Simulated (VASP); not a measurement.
# MgS (Fm-3m) in VASP: settings compared, part 2 of 2

VASP 6.6.1. Earlier steps stand in the parts before.

### Step 3. Single point, r2SCAN (strain -0.3%)

File POSCAR:

```
MgS
1.0
    0.0000000000      2.5931930799      2.5931930799
    2.5931930799      0.0000000000      2.5931930799
    2.5931930799      2.5931930799      0.0000000000
Mg S
1 1
Direct
    0.0000000000      0.0000000000      0.0000000000
    0.5000000000      0.5000000000      0.5000000000
```

File INCAR.step1:

```
  PREC = Accurate
  ENCUT = 520
  ISMEAR = 0
  SIGMA = 0.01
  LREAL = False
  LASPH = True
  NELM = 100
  NBANDS = 11
  GGA = PE
  ALGO = Normal
  EDIFF = 1E-4
  LWAVE = True
  LCHARG = False
```

File INCAR.step2:

```
  PREC = Accurate
  ENCUT = 520
  EDIFF = 1E-6
  ISMEAR = 0
  SIGMA = 0.01
  LREAL = False
  LASPH = True
  NELM = 100
  ALGO = Normal
  ISIF = 2
  LWAVE = False
  LCHARG = False
  METAGGA = R2SCAN
  LMIXTAU = True
  NBANDS = 11
  ISTART = 1
```

File KPOINTS:

```
regular mesh
0
Gamma
  8 8 8
```

Potentials or basis: VASP PAW PBE potentials, release 64 (Mg, S).

Launch:

```bash
cat potpaw_PBE.64/Mg/POTCAR potpaw_PBE.64/S/POTCAR > POTCAR
cp INCAR.step1 INCAR
mpirun -np 1 vasp_std > vasp.out
cp INCAR.step2 INCAR
mpirun -np 1 vasp_std > vasp.out
```

OUTCAR:

```text
PREC = Accurate
   ENCUT = 520
   EDIFF = 1E-6
   ISMEAR = 0
   LREAL = False
   LASPH = True
   NELM = 100
   ISIF = 2
   METAGGA = R2SCAN
   ISTART = 1

 ion  position               nearest neighbor table
   1  0.000  0.000  0.000-   2 2.59   2 2.59   2 2.59   2 2.59   2 2.59   2 2.59
   2  0.500  0.500  0.500-   1 2.59   1 2.59   1 2.59   1 2.59   1 2.59   1 2.59

  LATTYP: Found a face centered cubic cell.
 ALAT       =     5.1863861598

  Lattice vectors:

 A1 = (   0.0000000000,   2.5931930799,   2.5931930799)
 A2 = (   2.5931930799,   0.0000000000,   2.5931930799)
 A3 = (   2.5931930799,   2.5931930799,   0.0000000000)

Analysis of symmetry for initial positions (statically):
=====================================================================
 Subroutine PRICEL returns:
 Original cell was already a primitive cell.

 Routine SETGRP: Setting up the symmetry group for a
 face centered cubic supercell.

 Subroutine GETGRP returns: Found 48 space group operations
 (whereof 48 operations were pure point group operations)
 out of a pool of 48 trial point group operations.

The static configuration has the point symmetry O_h .

Analysis of symmetry for dynamics (positions and initial velocities):
[... 171 lines left out ...]
      4       3.5780      2.00000
      5       8.2774      0.00000
      6      12.1041      0.00000
      7      12.1042      0.00000
      8      12.1042      0.00000
      9      14.5322      0.00000
     10      14.5322      0.00000
     11      17.1516      0.00000
[... 309 lines left out ...]
 k-point    24 :      -0.3750    0.2500    0.1250
  band No.  band energies     occupation
      1      -8.0983      2.00000
      2      -0.8149      2.00000
      3       1.3843      2.00000
      4       2.3863      2.00000
      5       9.8233      0.00000
      6      10.3760      0.00000
      7      12.7105      0.00000
      8      13.8543      0.00000
      9      16.7463      0.00000
     10      18.0583      0.00000
     11      20.0897      0.00000

 [... further k-points ...]

------------------------ aborting loop because EDIFF is reached ----------------------------------------

  FORCE on cell =-STRESS in cart. coord.  units (eV):
  Direction    XX          YY          ZZ          XY          YZ          ZX
  --------------------------------------------------------------------------------------
  -------------------------------------------------------------------------------------
  Total        0.0840943      0.0840943      0.0840943      0.0000000      0.0000000      0.0000000
  in kB        3.8631569      3.8631569      3.8631569      0.0000000      0.0000000      0.0000000
  external PRESSURE =       3.8631569 kB  Pullay stress =       0.0000000 kB

 VOLUME and BASIS-vectors are now :
 -----------------------------------------------------------------------------
  energy-cutoff  :      520.00
  volume of cell :       34.88
      direct lattice vectors                 reciprocal lattice vectors
     0.000000000  2.593193080  2.593193080    -0.192812484  0.192812484  0.192812484
     2.593193080  0.000000000  2.593193080     0.192812484 -0.192812484  0.192812484
     2.593193080  2.593193080  0.000000000     0.192812484  0.192812484 -0.192812484

 POSITION                                       TOTAL-FORCE (eV/Angst)
 -----------------------------------------------------------------------------------
      0.00000      0.00000      0.00000         0.000000     -0.000000      0.000000
      2.59319      2.59319      2.59319        -0.000000      0.000000     -0.000000
 -----------------------------------------------------------------------------------
    total drift:                                0.000000      0.000000      0.000000

  FREE ENERGIE OF THE ION-ELECTRON SYSTEM (eV)
  ---------------------------------------------------
  free  energy   TOTEN  =       -15.5105994928 eV

  energy  without entropy=      -15.5105994928  energy(sigma->0) =      -15.51059949
```

OUTCAR.step1:

```text
PREC = Accurate
   ENCUT = 520
   ISMEAR = 0
   LREAL = False
   LASPH = True
[... 557 lines left out ...]
      0.00000      0.00000      0.00000         0.000000      0.000000      0.000000
      2.59319      2.59319      2.59319        -0.000000     -0.000000     -0.000000
 -----------------------------------------------------------------------------------
    total drift:                                0.000000      0.000000      0.000000

  FREE ENERGIE OF THE ION-ELECTRON SYSTEM (eV)
  ---------------------------------------------------
  free  energy   TOTEN  =        -8.4991332133 eV

  energy  without entropy=       -8.4991332133  energy(sigma->0) =       -8.49913321
```

OSZICAR.step1:

```text
N       E                     dE             d eps       ncg     rms          rms(c)
DAV:   1     0.211218538371E+02    0.21122E+02   -0.36091E+03   646   0.595E+02
DAV:   2    -0.752559351201E+01   -0.28647E+02   -0.25951E+02   809   0.964E+01
DAV:   3    -0.889284266823E+01   -0.13672E+01   -0.13653E+01   792   0.224E+01
DAV:   4    -0.890073654814E+01   -0.78939E-02   -0.78933E-02   754   0.208E+00
DAV:   5    -0.890080102917E+01   -0.64481E-04   -0.64480E-04   823   0.183E-01    0.446E+00
DAV:   6    -0.853924884177E+01    0.36155E+00   -0.77482E-01   713   0.348E+00    0.349E+00
DAV:   7    -0.849925809416E+01    0.39991E-01   -0.21766E-01   755   0.203E+00    0.230E+00
DAV:   8    -0.849940566718E+01   -0.14757E-03   -0.14584E-02   701   0.733E-01    0.101E+00
DAV:   9    -0.849911782341E+01    0.28784E-03   -0.79478E-04   725   0.163E-01    0.352E-01
DAV:  10    -0.849913321329E+01   -0.15390E-04   -0.22571E-04   586   0.696E-02
   1 F= -.84991332E+01 E0= -.84991332E+01  d E =-.178403E-33
```

Run time: 45 s. Hardware: 1 thread of Intel Xeon Platinum 8375C at 2.90GHz (Ice Lake), shared host; peak memory 0.17 GiB.

What came out:

| Item | Value |
| --- | --- |
| Free energy | -15.5106 eV |
| Pressure | 0.4 GPa |
| Band gap on the k mesh | 3.46 eV, indirect (least direct gap 4.70 eV) |

Levels at points of the mesh, in eV from the valence-band top:
| k point | band 1 | band 2 | band 3 | band 4 | band 5 | band 6 | band 7 | band 8 | band 9 |
| --- | --- | --- | --- | --- | --- | --- | --- | --- | --- |
| (0.00, 0.00, 0.00) | -13.24 | 0.00 | 0.00 | 0.00 | 4.70 | 8.53 | 8.53 | 8.53 | 10.95 |
| (0.50, 0.00, 0.00) | -11.88 | -4.93 | -0.63 | -0.63 | 5.23 | 7.52 | 7.52 | 11.35 | 13.30 |
| (0.50, 0.50, 0.00) | -11.49 | -4.32 | -1.75 | -1.75 | 3.46 | 4.90 | 13.25 | 13.52 | 14.65 |

Caveat: the cell differs from its parent crystal (strain -0.3%); the PAW data sets were made with another functional, which shifts forces and pressure a little.
